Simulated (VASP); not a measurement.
# Si17Mo8 (a cell with a defect) in VASP: single point with PBE

Aim: the single point of Si17Mo8 (a cell with a defect) with PBE.

Program: VASP 6.6.1. These are calculated values, not measurements. Logs are shortened: lines on timing, memory, paths and dates and some standing lists are left out, and cuts for length are marked.

### Step 1. The cell of the first run

The cell holds a defect, 25 atoms: a = 6.434 Å, b = 6.434 Å, c = 7.873 Å, α = 90.00°, β = 90.00°, γ = 90.00°.

### Step 2. Single point, PBE

Input file INCAR:

```
PREC = Accurate
ENCUT = 400
EDIFF = 1E-6
ISMEAR = 0
SIGMA = 0.1
LREAL = F
LASPH = T
NELM = 120
ALGO = Normal
ISIF = 2
LWAVE = F
LCHARG = F
GGA = PE
NBANDS = 108
GGA_COMPAT = F
```

Input file KPOINTS:

```
Automatic mesh
0
Gamma
  4 4 3
  0.5 0.5 0
```

Input file POSCAR:

```
Si17Mo8
1.0
    6.4336947404      0.0000000000      0.0000000000
    0.0000000000      6.4336947404      0.0000000000
    0.0000000000      0.0000000000      7.8730199992
Si Mo
17 8
Direct
   -0.0669885684     -0.0669873249      0.3792972710
    0.5006843082     -0.0032070219      0.3364663116
   -0.0032076436      0.5006841527      0.3364655495
    0.2456989434      0.2456998760      0.8281412978
    0.5027852782      0.5027823250      0.3375366759
    0.7517919633      0.2509945009      0.8298900550
    0.2509977649      0.7517888546      0.8298896739
    0.7582882305      0.7582894739      0.8283878360
    0.0042975306      0.0042945774      0.6718512084
    0.4982071934     -0.0009995812      0.6701084210
   -0.0010011355      0.4982082815      0.6701088020
    0.3169783588      0.3169755611      0.1206827876
    0.4917148120      0.4917120143      0.6716114020
    0.7493137605      0.2532039622      0.1635321643
    0.2532069154      0.7493117399      0.1635329264
    0.7472110807      0.7472118579      0.1624577354
    0.1250034440      0.1250022005      0.2500073670
    0.2541245841      0.2541276927      0.5114290324
    0.7449008996      0.2482080771      0.5005103506
    0.2482105640      0.7448957704      0.5005100966
    0.5268644436      0.5268628893     -0.0122504452
    0.7231358011      0.7231351794      0.5122490481
    0.0017849774      0.5051010549     -0.0005126368
    0.5050977908      0.0017854437     -0.0005128909
   -0.0041190950     -0.0041242243     -0.0114243327
```

Potentials or basis: VASP PAW PBE potentials, release 64 (Si, Mo_sv).

Run with:

```
$ cat potpaw_PBE.64/Si/POTCAR potpaw_PBE.64/Mo_sv/POTCAR > POTCAR
$ mpirun -np 1 vasp_std > vasp.out
```

OUTCAR:

```text
PREC = Accurate
   ENCUT = 400
   EDIFF = 1E-6
   ISMEAR = 0
   LREAL = F
   LASPH = T
   NELM = 120
   ISIF = 2
   GGA = PE

 ion  position               nearest neighbor table
   1  0.933  0.933  0.379-  17 2.02  22 2.18   9 2.39  16 2.40  19 2.55  20 2.55   2 2.83   3 2.83
                            14 2.92  15 2.92  18 3.10  25 3.13
   2  0.501  0.997  0.336-  19 2.60  10 2.63  15 2.63  20 2.63  16 2.64  17 2.64  24 2.65  22 2.66
                            14 2.67  18 2.67   1 2.83  12 2.92
   3  0.997  0.501  0.336-  20 2.60  11 2.63  14 2.63  19 2.63  16 2.64  17 2.64  23 2.65  22 2.66
                            15 2.67  18 2.67   1 2.83  12 2.92
   4  0.246  0.246  0.828-  12 2.39  18 2.49   9 2.52  13 2.56  10 2.59  11 2.59  25 2.60  24 2.66
                            23 2.66  21 2.85
   5  0.503  0.503  0.338-  12 2.40  22 2.43  20 2.60  19 2.60  16 2.62  13 2.63  14 2.64  15 2.64
                            18 2.64  21 2.76
   6  0.752  0.251  0.830-  11 2.58   9 2.59  25 2.59  19 2.59  13 2.60  21 2.61  24 2.62  10 2.62
                            14 2.63  23 2.65
   7  0.251  0.752  0.830-  10 2.58   9 2.59  25 2.59  20 2.59  13 2.60  21 2.61  23 2.62  11 2.62
                            15 2.63  24 2.65
   8  0.758  0.758  0.828-  21 2.45  25 2.50  22 2.51   9 2.56  11 2.60  10 2.60  23 2.63  24 2.63
                            16 2.63  13 2.72
   9  0.004  0.004  0.672-   1 2.39  25 2.49   4 2.52   8 2.56   6 2.59   7 2.59  18 2.60  19 2.66
[... 9 lines left out ...]
  14  0.749  0.253  0.164-  24 2.60   6 2.63   3 2.63  23 2.63   5 2.64  17 2.64  19 2.65  21 2.66
                             2 2.67  25 2.67  12 2.83   1 2.92
  15  0.253  0.749  0.164-  23 2.60   7 2.63   2 2.63  24 2.63   5 2.64  17 2.64  20 2.65  21 2.66
                             3 2.67  25 2.67  12 2.83   1 2.92
  16  0.747  0.747  0.162-   1 2.40  21 2.43  23 2.60  24 2.60   5 2.62   8 2.63   2 2.64   3 2.64
                            25 2.64  22 2.76
  17  0.125  0.125  0.250-   1 2.02  12 2.02  18 2.37  25 2.37   2 2.64   3 2.64  14 2.64  15 2.64
                            19 3.24  20 3.24  24 3.24  23 3.24
  18  0.254  0.254  0.511-  17 2.37   4 2.49  13 2.50  11 2.59  10 2.59   9 2.60   5 2.64   3 2.67
                             2 2.67   1 3.10  12 3.13  20 3.16  19 3.16  19 3.28  20 3.28
  19  0.745  0.248  0.501-   1 2.55   6 2.59   2 2.60   5 2.60  10 2.62  13 2.63   3 2.63  14 2.65
                            11 2.65   9 2.66  22 3.06  18 3.16  17 3.24  18 3.28  22 3.38
  20  0.248  0.745  0.501-   1 2.55   7 2.59   3 2.60   5 2.60  11 2.62  13 2.63   2 2.63  15 2.65
                            10 2.65   9 2.66  22 3.06  18 3.16  17 3.24  18 3.28  22 3.38
  21  0.527  0.527  0.988-  12 2.18  16 2.43   8 2.45  13 2.51   7 2.61   6 2.61  15 2.66  14 2.66
                             5 2.76   4 2.85  23 3.06  24 3.06  24 3.38  23 3.38
  22  0.723  0.723  0.512-   1 2.18   5 2.43  13 2.45   8 2.51  11 2.61  10 2.61   3 2.66   2 2.66
                            16 2.76   9 2.85  20 3.06  19 3.06  19 3.38  20 3.38
  23  0.002  0.505  0.999-  12 2.55  11 2.59  15 2.60  16 2.60   7 2.62   8 2.63  14 2.63   3 2.65
                             6 2.65   4 2.66  21 3.06  25 3.16  17 3.24  25 3.28  21 3.38
  24  0.505  0.002  0.999-  12 2.55  10 2.59  14 2.60  16 2.60   6 2.62   8 2.63  15 2.63   2 2.65
                             7 2.65   4 2.66  21 3.06  25 3.16  17 3.24  25 3.28  21 3.38
  25  0.996  0.996  0.989-  17 2.37   9 2.49   8 2.50   7 2.59   6 2.59   4 2.60  16 2.64  15 2.67
                            14 2.67  12 3.10   1 3.13  23 3.16  24 3.16  24 3.28  23 3.28

  LATTYP: Found a simple tetragonal cell.
 ALAT       =     6.4336947404
 C/A-ratio  =     1.2237167470

  Lattice vectors:

 A1 = (   6.4336947404,   0.0000000000,   0.0000000000)
 A2 = (   0.0000000000,   6.4336947404,   0.0000000000)
 A3 = (   0.0000000000,   0.0000000000,   7.8730199992)

Analysis of symmetry for initial positions (statically):
=====================================================================
 Subroutine PRICEL returns:
 Original cell was already a primitive cell.

 Routine SETGRP: Setting up the symmetry group for a
 simple tetragonal supercell.

 Subroutine GETGRP returns: Found  2 space group operations
 (whereof  1 operations were pure point group operations)
 out of a pool of 16 trial point group operations.

The static configuration has the point symmetry C_1 .
 The point group associated with its full space group is C_1h.

Analysis of symmetry for dynamics (positions and initial velocities):
=====================================================================
 Subroutine PRICEL returns:
 Original cell was already a primitive cell.

 Routine SETGRP: Setting up the symmetry group for a
 simple tetragonal supercell.

 Subroutine GETGRP returns: Found  2 space group operations
 (whereof  1 operations were pure point group operations)
 out of a pool of 16 trial point group operations.

The dynamic configuration has the point symmetry C_1 .
 The point group associated with its full space group is C_1h.

 Subroutine INISYM returns: Found  2 space group operations
 (whereof  1 operations are pure point group operations),
 and found     1 'primitive' translations

[... 90 lines left out ...]
 Subroutine IBZKPT returns following result:
 ===========================================

 Found     16 irreducible k-points:

 Following reciprocal coordinates:
            Coordinates               Weight
  0.125000  0.125000  0.000000      2.000000
 -0.125000  0.125000  0.000000      2.000000
  0.375000  0.125000  0.000000      4.000000
 -0.125000  0.375000  0.000000      4.000000
  0.375000  0.375000  0.000000      2.000000
 -0.375000  0.375000  0.000000      2.000000
[... 8 lines left out ...]
 -0.375000  0.375000  0.333333      4.000000
 -0.375000 -0.375000  0.333333      2.000000
   k-points           NKPTS =     16   k-points in BZ     NKDIM =     16   number of bands    NBANDS=    108
   number of dos      NEDOS =    301   number of ions     NIONS =     25
   total plane-waves  NPLWV =  95256
   dimension x,y,z NGX =    42 NGY =   42 NGZ =   54
   dimension x,y,z NGXF=    84 NGYF=   84 NGZF=  108
   ions per type =              17   8
   NGX,Y,Z   is equivalent  to a cutoff of  10.85, 10.85, 11.40 a.u.
   NGXF,Y,Z  is equivalent  to a cutoff of  21.71, 21.71, 22.81 a.u.
 SYSTEM =  unknown system
   PREC   = accura    normal or accurate (medium, high low for compatibility)
   ISTART =      0    job   : 0-new  1-cont  2-samecut
   ICHARG =      2    charge: 1-file 2-atom 10-const
   ISPIN  =      1    spin polarized calculation?
   LNONCOLLINEAR =      F non collinear calculations
   LSORBIT =      F    spin-orbit coupling
   LASPH  =      T    aspherical Exc in radial PAW
   ENCUT  =  400.0 eV  29.40 Ry    5.42 a.u.  10.49 10.49 12.84*2*pi/ulx,y,z
   NELM   =    120;   NELMIN=  2; NELMDL= -5     # of ELM steps
   EDIFF  = 0.1E-05   stopping-criterion for ELM
   LREAL  =      F    real-space projection
   EDIFFG = 0.1E-04   stopping-criterion for IOM
   NSW    =      0    number of steps for IOM
   IBRION =     -1    ionic relax: 0-MD 1-quasi-New 2-CG
   NFREE  =      0    steps in history (QN), initial steepest desc. (CG)
   ISIF   =      2    stress and relaxation
   ISYM   =      2    0-nonsym 1-usesym 2-fastsym
   POTIM  = 0.5000    time-step for ionic-motion
   TEBEG  =    0.0;   TEEND  =   0.0 temperature during run
   PSTRESS=    0.0 pullay stress
   NELECT =     180.0000    total number of electrons
   NUPDOWN=      -1.0000    fix difference up-down
   EMIN   =  10.00;   EMAX   =-10.00  energy-range for DOS
   EFERMI =   0.00;   METHOD = LEGACY
   ISMEAR =     0;   SIGMA  =   0.10  broadening in eV -4-tet -1-fermi 0-gaus
   EFERMI_NEDOS =   21; number of points for ismear=-14 and -15
   IALGO  =     38    algorithm
   IMIX   =      4    mixing-type and parameters
     AMIX     =   0.40;   BMIX     =  1.00
     AMIX_MAG =   1.60;   BMIX_MAG =  1.00
  volume/ion in A,a.u.               =      13.04        87.97
  Fermi-wavevector in a.u.,A,eV,Ry     =   1.343213  2.538305 24.547922  1.804221
  Thomas-Fermi vector in A             =   2.471305
   LORBIT       =      0    0 simple, 1 ext, 2 COOP (PROOUT), +10 PAW based schemes
   GGA     = PE    functional components
   LHFCALC =     F    Hartree Fock is set to
   AEXX    =    0.0000 exact exchange contribution
   IVDW    =     0    specifies the selected vdW correction
   LEPSILON=     F    determine dielectric tensor
   LRPA    =     F    only Hartree local field effects (RPA)
 non-spin polarized calculation
 Gauss-broadening in eV      SIGMA  =   0.10
  energy-cutoff  :      400.00
  volume of cell :      325.88
 maximum number of plane-waves:      5961
 NGX is ok and might be reduce to    42
   NGX = 21   NGY = 21   NGZ = 25

 number of electron     179.9999985 magnetization

 Free energy of the ion-electron system (eV)
  ---------------------------------------------------
  ext. energy  EPLUGINS =         0.00000000
  ---------------------------------------------------
  free energy    TOTEN  =      -182.40648975 eV

  energy without entropy =     -182.35120422  energy(sigma->0) =     -182.37884699

 E-fermi :  13.0492     XC(G=0): -12.5068

 val. band max:       13.0336615571   @ k =  -0.1250  -0.1250   0.3333
 cond. band min:      13.0667705739   @ k =   0.1250   0.1250   0.0000
 fundamental gap:      0.0331090168
 Fermi energy:        13.0491500489

 k-point     1 :       0.1250    0.1250    0.0000
  band No.  band energies     occupation
      1     -48.0411      2.00000
      2     -48.0406      2.00000
      3     -48.0237      2.00000
      4     -48.0235      2.00000
      5     -48.0177      2.00000
      6     -48.0176      2.00000
[... 1669 lines left out ...]
    101      14.7318      0.00000
    102      14.7586      0.00000
 [bands above 102 left out]

------------------------ aborting loop because EDIFF is reached ----------------------------------------

  FORCE on cell =-STRESS in cart. coord.  units (eV):
  Direction    XX          YY          ZZ          XY          YZ          ZX
  --------------------------------------------------------------------------------------
  -------------------------------------------------------------------------------------
  Total       30.3821965     30.3821965     38.2186725     16.6360885     -9.0232081     -9.0232082
  in kB      149.3714144    149.3714144    187.8987644     81.7898754    -44.3618143    -44.3618146
  external PRESSURE =     162.2138644 kB  Pullay stress =       0.0000000 kB

 VOLUME and BASIS-vectors are now :
 -----------------------------------------------------------------------------
  energy-cutoff  :      400.00
  volume of cell :      325.88
      direct lattice vectors                 reciprocal lattice vectors
     6.433694740  0.000000000  0.000000000     0.155431683  0.000000000  0.000000000
     0.000000000  6.433694740  0.000000000     0.000000000  0.155431683  0.000000000
     0.000000000  0.000000000  7.873019999     0.000000000  0.000000000  0.127016062

 POSITION                                       TOTAL-FORCE (eV/Angst)
 -----------------------------------------------------------------------------------
      6.00271      6.00272      2.98622         0.059112      0.059112     -0.017492
      3.22125      6.41306      2.64901         0.002090      0.004121     -0.006342
      6.41306      3.22125      2.64900         0.004121      0.002090     -0.006342
      1.58075      1.58076      6.51997        -0.000835     -0.000835     -0.004324
      3.23477      3.23475      2.65743         0.003360      0.003360     -0.020249
      4.83680      1.61482      6.53374         0.003719     -0.005679     -0.003801
[... 17 lines left out ...]
      3.24965      0.01149      7.86898         0.002328     -0.010572     -0.010440
      6.40719      6.40716      7.78308        -0.005834     -0.005834     -0.006290
 -----------------------------------------------------------------------------------
    total drift:                                0.201437     -0.201033     -0.000092

  FREE ENERGIE OF THE ION-ELECTRON SYSTEM (eV)
  ---------------------------------------------------
  free  energy   TOTEN  =      -182.4064897540 eV

  energy  without entropy=     -182.3512042164  energy(sigma->0) =     -182.37884699
```

It took 4 min on 1 thread of Intel Xeon 6975P-C (Granite Rapids), shared host; peak memory 0.45 GiB.

What came out:

```yaml
Free_energy: -182.4065 eV
Pressure: 16.2 GPa
Largest_force: 0.085 eV/Å
Band_gap_on_the_k_mesh: zero (bands 90 and 91 overlap by 0.14 eV)
```

Forces in eV/Å, atoms in the order of the input:
```
Si   0.059  0.059 -0.017
Si   0.002  0.004 -0.006
Si   0.004  0.002 -0.006
Si  -0.001 -0.001 -0.004
Si   0.003  0.003 -0.020
Si   0.004 -0.006 -0.004
Si  -0.006  0.004 -0.004
Si   0.007  0.007 -0.008
Si   0.001  0.001  0.004
Si  -0.004  0.006  0.004
Si   0.006 -0.004  0.004
Si  -0.059 -0.059  0.017
Si  -0.007 -0.007  0.008
Si  -0.002 -0.004  0.006
Si  -0.004 -0.002  0.006
Si  -0.004 -0.004  0.020
Si   0.000  0.000  0.000
Mo   0.006  0.006  0.006
Mo  -0.002  0.011  0.010
Mo   0.011 -0.002  0.010
Mo   0.027  0.027 -0.017
Mo  -0.027 -0.027  0.017
Mo  -0.011  0.002 -0.010
Mo   0.002 -0.011 -0.010
Mo  -0.006 -0.006 -0.006
```

Levels at points of the mesh, in eV from the Fermi level:
| k point | band 88 | band 89 | band 90 | band 91 | band 92 | band 93 |
| --- | --- | --- | --- | --- | --- | --- |
| (0.12, 0.12, 0.00) | -1.08 | -0.72 | 0.02 | 0.40 | 0.57 | 0.93 |

The gap in the log of VASP goes by the Fermi energy; the results here count the filled bands.